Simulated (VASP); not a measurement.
# W (Im-3m) in VASP: single point with r2SCAN

Aim: the single point of W with r2SCAN.

Everything below comes from runs of VASP 6.6.1. Logs are shortened: lines on timing, memory, paths and dates and some standing lists are left out, and cuts for length are marked.

### Step 1. The cell of the first run

The structure is cubic, space group Im-3m (No. 229). The conventional cell has a = 3.224 Å, b = 3.224 Å, c = 3.224 Å, α = 90.00°, β = 90.00°, γ = 90.00°. Within 3.7 Å of W (site symmetry m-3m) lie 14 W at 2.79 to 3.22 Å.

### Step 2. Single point, r2SCAN

The input, POSCAR:

```
W
1.0
   -1.6121675300      1.6121675300      1.6121675300
    3.2243350700     -3.2243350700      3.2243350700
    1.6121675300      1.6121675300     -1.6121675300
W
2
Direct
    0.0000000000      0.0000000000      0.0000000000
    0.0000000000      0.5000000000      0.0000000000
```

The input, INCAR.step1:

```
PREC = Accurate
ENCUT = 520
ISMEAR = -1
SIGMA = 0.1
LREAL = False
LASPH = True
NELM = 60
NBANDS = 21
GGA = PE
ALGO = Normal
EDIFF = 1E-4
LWAVE = True
LCHARG = False
```

The input, INCAR.step2:

```
PREC = Accurate
ENCUT = 520
EDIFF = 1E-7
ISMEAR = -1
SIGMA = 0.1
LREAL = False
LASPH = True
NELM = 60
ALGO = Normal
ISIF = 2
LWAVE = False
LCHARG = False
METAGGA = R2SCAN
LMIXTAU = True
NBANDS = 21
ISTART = 1
```

The input, KPOINTS:

```
Automatic mesh
0
Gamma
  14 7 14
```

Potentials or basis: VASP PAW PBE potentials, release 64 (W_sv).

Command:

```bash
$ cat potpaw_PBE.64/W_sv/POTCAR > POTCAR
$ cp INCAR.step1 INCAR
$ mpirun -np 1 vasp_std > vasp.out
$ cp INCAR.step2 INCAR
$ mpirun -np 1 vasp_std > vasp.out
```

OUTCAR:

```text
PREC = Accurate
   ENCUT = 520
   EDIFF = 1E-7
   ISMEAR = -1
   LREAL = False
   LASPH = True
   NELM = 60
   ISIF = 2
   METAGGA = R2SCAN
   ISTART = 1

 ion  position               nearest neighbor table
   1  0.000  0.000  0.000-   2 2.79   2 2.79   2 2.79   2 2.79   2 3.22   2 3.22   2 3.22   2 3.22

   2  0.000  0.500  0.000-   1 2.79   1 2.79   1 2.79   1 2.79   1 3.22   1 3.22   1 3.22   1 3.22

  LATTYP: Found a base centered orthorhombic cell.
 ALAT       =     3.2243350600
 B/A-ratio  =     1.4142135624
 C/A-ratio  =     1.4142135668

  Lattice vectors:

 A1 = (   1.6121675300,   1.6121675300,  -1.6121675300)
 A2 = (  -1.6121675300,   1.6121675300,   1.6121675300)
 A3 = (   3.2243350700,  -0.0000000100,   3.2243350700)

Analysis of symmetry for initial positions (statically):
=====================================================================
 Subroutine PRICEL returns following result:

  LATTYP: Found a body centered cubic cell.
 ALAT       =     3.2243350600

  Lattice vectors:

 A1 = (  -1.6121675300,   1.6121675300,   1.6121675300)
 A2 = (   1.6121675350,  -1.6121675350,   1.6121675350)
 A3 = (   1.6121675300,   1.6121675300,  -1.6121675300)

   2 primitive cells build up your supercell.

 Routine SETGRP: Setting up the symmetry group for a
 base centered orthorhombic supercell.

 Subroutine GETGRP returns: Found  8 space group operations
 (whereof  8 operations were pure point group operations)
 out of a pool of  8 trial point group operations.

The static configuration has the point symmetry D_2h.

Analysis of symmetry for dynamics (positions and initial velocities):
=====================================================================
 Subroutine PRICEL returns following result:

  LATTYP: Found a body centered cubic cell.
 ALAT       =     3.2243350600

  Lattice vectors:

 A1 = (  -1.6121675300,   1.6121675300,   1.6121675300)
 A2 = (   1.6121675350,  -1.6121675350,   1.6121675350)
 A3 = (   1.6121675300,   1.6121675300,  -1.6121675300)

   2 primitive cells build up your supercell.

 Routine SETGRP: Setting up the symmetry group for a
 base centered orthorhombic supercell.

 Subroutine GETGRP returns: Found  8 space group operations
 (whereof  8 operations were pure point group operations)
 out of a pool of  8 trial point group operations.

The dynamic configuration has the point symmetry D_2h.

 Subroutine INISYM returns: Found  8 space group operations
 (whereof  8 operations are pure point group operations),
 and found     2 'primitive' translations

----------------------------------------------------------------------------------------

                                     Primitive cell

  volume of cell :      16.7606

  direct lattice vectors                    reciprocal lattice vectors
    -1.612167530  1.612167530  1.612167530     0.000000000  0.310141465  0.310141465
     1.612167535 -1.612167535  1.612167535     0.310141464  0.000000000  0.310141464
     1.612167530  1.612167530 -1.612167530     0.310141465  0.310141465  0.000000000

  length of vectors
     2.792356072  2.792356081  2.792356072     0.438606266  0.438606265  0.438606266

  position of ions in fractional coordinates (direct lattice)
     0.000000000  0.000000000  0.000000000

  ion indices of the primitive-cell ions
   primitive index   ion index
                 1           1

----------------------------------------------------------------------------------------

 KPOINTS: Automatic mesh

Automatic generation of k-mesh.
 Grid dimensions read from file:
 generate k-points for:   14    7   14

 Generating k-lattice:

  Cartesian coordinates                     Fractional coordinates (reciprocal lattice)
     0.000000000  0.022152962  0.022152962     0.071428571  0.000000000  0.000000000
     0.022152962  0.000000000  0.022152962     0.000000000  0.142857143  0.000000000
     0.022152962  0.022152962  0.000000000     0.000000000  0.000000000  0.071428571

  Length of vectors
     0.031329019  0.031329019  0.031329019

  Shift w.r.t. Gamma in fractional coordinates (k-lattice)
     0.000000000  0.000000000  0.000000000

 Subroutine IBZKPT returns following result:
 ===========================================

 Found    228 irreducible k-points:

 Following reciprocal coordinates:
            Coordinates               Weight
  0.000000  0.000000  0.000000      1.000000
  0.071429  0.000000  0.000000      8.000000
  0.142857  0.000000  0.000000      8.000000
  0.214286  0.000000  0.000000      8.000000
  0.285714  0.000000  0.000000      8.000000
  0.357143  0.000000  0.000000      8.000000
[... 16 lines left out ...]
  0.142857  0.285714  0.000000      8.000000
  0.214286  0.285714  0.000000      4.000000
 [... further k-points ...]
   k-points           NKPTS =    228   k-points in BZ     NKDIM =    228   number of bands    NBANDS=     21
   number of dos      NEDOS =    301   number of ions     NIONS =      2
   total plane-waves  NPLWV =  24192
   dimension x,y,z NGX =    24 NGY =   42 NGZ =   24
   dimension x,y,z NGXF=    48 NGYF=   84 NGZF=   48
   ions per type =               2
   NGX,Y,Z   is equivalent  to a cutoff of  14.29, 12.50, 14.29 a.u.
   NGXF,Y,Z  is equivalent  to a cutoff of  28.58, 25.01, 28.58 a.u.
 SYSTEM =  unknown system
   PREC   = accura    normal or accurate (medium, high low for compatibility)
   ISTART =      1    job   : 0-new  1-cont  2-samecut
   ICHARG =      0    charge: 1-file 2-atom 10-const
   ISPIN  =      1    spin polarized calculation?
   LNONCOLLINEAR =      F non collinear calculations
   LSORBIT =      F    spin-orbit coupling
   LASPH  =      T    aspherical Exc in radial PAW
   ENCUT  =  520.0 eV  38.22 Ry    6.18 a.u.   5.19 10.38  5.19*2*pi/ulx,y,z
   NELM   =     60;   NELMIN=  2; NELMDL=  0     # of ELM steps
   EDIFF  = 0.1E-06   stopping-criterion for ELM
   LREAL  =      F    real-space projection
   EDIFFG = 0.1E-05   stopping-criterion for IOM
   NSW    =      0    number of steps for IOM
   IBRION =     -1    ionic relax: 0-MD 1-quasi-New 2-CG
   NFREE  =      0    steps in history (QN), initial steepest desc. (CG)
   ISIF   =      2    stress and relaxation
   ISYM   =      2    0-nonsym 1-usesym 2-fastsym
   POTIM  = 0.5000    time-step for ionic-motion
   TEBEG  =    0.0;   TEEND  =   0.0 temperature during run
   PSTRESS=    0.0 pullay stress
   NELECT =      28.0000    total number of electrons
   NUPDOWN=      -1.0000    fix difference up-down
   EMIN   =  10.00;   EMAX   =-10.00  energy-range for DOS
   EFERMI =   0.00;   METHOD = LEGACY
   ISMEAR =    -1;   SIGMA  =   0.10  broadening in eV -4-tet -1-fermi 0-gaus
   EFERMI_NEDOS =   21; number of points for ismear=-14 and -15
   IALGO  =     38    algorithm
   IMIX   =      4    mixing-type and parameters
     AMIX     =   0.40;   BMIX     =  1.00
     AMIX_MAG =   1.60;   BMIX_MAG =  1.00
  volume/ion in A,a.u.               =      16.76       113.11
  Fermi-wavevector in a.u.,A,eV,Ry     =   1.541774  2.913530 32.341955  2.377067
  Thomas-Fermi vector in A             =   2.647672
   LORBIT       =      0    0 simple, 1 ext, 2 COOP (PROOUT), +10 PAW based schemes
   METAGGA = R2SCAN    functional components
   LHFCALC =     F    Hartree Fock is set to
   AEXX    =    0.0000 exact exchange contribution
   IVDW    =     0    specifies the selected vdW correction
   LEPSILON=     F    determine dielectric tensor
   LRPA    =     F    only Hartree local field effects (RPA)
 non-spin polarized calculation
  energy-cutoff  :      520.00
  volume of cell :       33.52
 maximum number of plane-waves:       918
 NGX is ok and might be reduce to    24
   NGX = 11   NGY = 21   NGZ = 11

 number of electron      27.9999998 magnetization

 Free energy of the ion-electron system (eV)
  ---------------------------------------------------
  ext. energy  EPLUGINS =         0.00000000
  ---------------------------------------------------
  free energy    TOTEN  =      -102.63890355 eV

  energy without entropy =     -102.60825868  energy(sigma->0) =     -102.62358111

 E-fermi :  10.5342     XC(G=0): -14.6029

 val. band max:       10.4552626675   @ k =  -0.4286   0.1429   0.2857
 cond. band min:      10.5643458185   @ k =   0.5000   0.4286   0.4286
 fundamental gap:      0.1090831510
 Fermi energy:        10.5341942240

 k-point     1 :       0.0000    0.0000    0.0000
  band No.  band energies     occupation
      1     -65.7005      2.00000
      2     -65.5822      2.00000
      3     -29.7816      2.00000
      4     -29.0125      2.00000
      5     -28.6441      2.00000
      6     -28.6395      2.00000
[... 13 lines left out ...]
     20      16.3402      0.00000
     21      21.2533      0.00000

 k-point     2 :       0.0714    0.0000    0.0000
  band No.  band energies     occupation
      1     -65.6947      2.00000
      2     -65.5822      2.00000
      3     -29.7508      2.00000
      4     -29.0242      2.00000
      5     -28.7002      2.00000
      6     -28.6673      2.00000
[... 13 lines left out ...]
     20      16.4511      0.00000
     21      21.2183      0.00000

 k-point     3 :       0.1429    0.0000    0.0000
  band No.  band energies     occupation
      1     -65.6783      2.00000
      2     -65.5822      2.00000
      3     -29.6713      2.00000
      4     -29.0625      2.00000
      5     -28.8675      2.00000
      6     -28.7177      2.00000
[... 13 lines left out ...]
     20      16.8186      0.00000
     21      21.2199      0.00000
[... 457 lines left out ...]
 k-point    23 :       0.1429    0.2857    0.0000
  band No.  band energies     occupation
      1     -65.6423      2.00000
      2     -65.6185      2.00000
      3     -29.3963      2.00000
      4     -29.2022      2.00000
      5     -28.8947      2.00000
      6     -28.7995      2.00000
[... 13 lines left out ...]
     20      13.7142      0.00000
     21      24.8828      0.00000

 k-point    24 :       0.2143    0.2857    0.0000
  band No.  band energies     occupation
      1     -65.6185      2.00000
      2     -65.6185      2.00000
      3     -29.3963      2.00000
      4     -29.3963      2.00000
      5     -28.8947      2.00000
      6     -28.8947      2.00000
[... 13 lines left out ...]
     20      13.7142      0.00000
     21      24.8828      0.00000

 [... further k-points ...]

------------------------ aborting loop because EDIFF is reached ----------------------------------------

  FORCE on cell =-STRESS in cart. coord.  units (eV):
  Direction    XX          YY          ZZ          XY          YZ          ZX
  --------------------------------------------------------------------------------------
  -------------------------------------------------------------------------------------
  Total       -2.8995025     -2.8994347     -2.8995025      0.0000000      0.0000000     -0.0000057
  in kB     -138.5841537   -138.5809116   -138.5841537      0.0000002      0.0000002     -0.0002723
  external PRESSURE =    -138.5830730 kB  Pullay stress =       0.0000000 kB

 VOLUME and BASIS-vectors are now :
 -----------------------------------------------------------------------------
  energy-cutoff  :      520.00
  volume of cell :       33.52
      direct lattice vectors                 reciprocal lattice vectors
    -1.612167530  1.612167530  1.612167530     0.000000000  0.310141465  0.310141465
     3.224335070 -3.224335070  3.224335070     0.155070732  0.000000000  0.155070732
     1.612167530  1.612167530 -1.612167530     0.310141465  0.310141465  0.000000000

 POSITION                                       TOTAL-FORCE (eV/Angst)
 -----------------------------------------------------------------------------------
      0.00000      0.00000      0.00000        -0.000000     -0.000000     -0.000000
      1.61217     -1.61217      1.61217         0.000000      0.000000      0.000000
 -----------------------------------------------------------------------------------
    total drift:                                0.000000     -0.000000      0.000000

  FREE ENERGIE OF THE ION-ELECTRON SYSTEM (eV)
  ---------------------------------------------------
  free  energy   TOTEN  =      -102.6389035545 eV

  energy  without entropy=     -102.6082586750  energy(sigma->0) =     -102.62358111
```

Wall time 4.9 min (1 thread of Intel Xeon Platinum 8375C at 2.90GHz (Ice Lake), shared host); peak memory 0.26 GiB.

Results:

* Free energy: -102.6389 eV
* Pressure: -13.9 GPa
* Band gap on the k mesh: zero (bands 14 and 15 overlap by 3.32 eV)

Levels at points of the mesh, in eV from the Fermi level:
```csv
k point,band 10,band 11,band 12,band 13,band 14,band 15,band 16,band 17,band 18,band 19
"(0.00, 0.00, 0.00)",-6.23,-3.52,-1.23,-1.23,-1.23,0.31,2.20,2.40,2.40,3.18
"(0.50, 0.00, 0.00)",-6.23,-3.52,-3.52,0.31,0.31,2.20,2.20,3.18,3.18,5.81
"(0.50, 0.00, 0.50)",-5.60,-5.60,-3.52,0.31,2.20,3.18,4.90,4.90,4.90,5.81
```

Caveat: the cell stands under tension; the PAW data sets were made with another functional, which shifts forces and pressure a little; spin-orbit coupling is left out, which moves the levels of the heavy elements.
